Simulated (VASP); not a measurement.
Input of a VASP 6.6.1 run:

INCAR

```
SYSTEM = CoSi2
  ALGO = Normal
  EDIFF = 1E-6
  ENCUT = 600
  GGA = PE
  GGA_COMPAT = .False.
  ISIF = 2
  ISMEAR = -1
  ISPIN = 2
  LASPH = .True.
  LCHARG = .True.
  LELF = .True.
  LMAXMIX = 4
  LORBIT = 11
  LREAL = .False.
  LVHAR = .True.
  LWAVE = .False.
  MAGMOM = 2.5 0 0
  NBANDS = 24
  NELM = 200
  NUPDOWN = 2.5
  PREC = Accurate
  SIGMA = 0.05
```

Contents of KPOINTS:

```
k-points
0
Gamma
  7 7 7
  0 0 0
```

File POSCAR:

```
CoSi2
1.0
    0.0000000000      2.6780000000      2.6780000000
    2.6780000000      0.0000000000      2.6780000000
    2.6780000000      2.6780000000      0.0000000000
Co Si
1 2
Direct
    0.0000000000      0.0000000000      0.0000000000
    0.7500000000      0.7500000000      0.7500000000
    0.2500000000      0.2500000000      0.2500000000
```

Potentials or basis: VASP PAW PBE potentials, release 64 (Co_sv, Si).

Run with:

```console
$ cat potpaw_PBE.64/Co_sv/POTCAR potpaw_PBE.64/Si/POTCAR > POTCAR
$ mpirun -np 1 vasp_std > vasp.out
```

(1) Predict the pressure.

Answers

(1) 18.8 GPa.

Caveat: the total moment is fixed, so each spin has its own Fermi level.
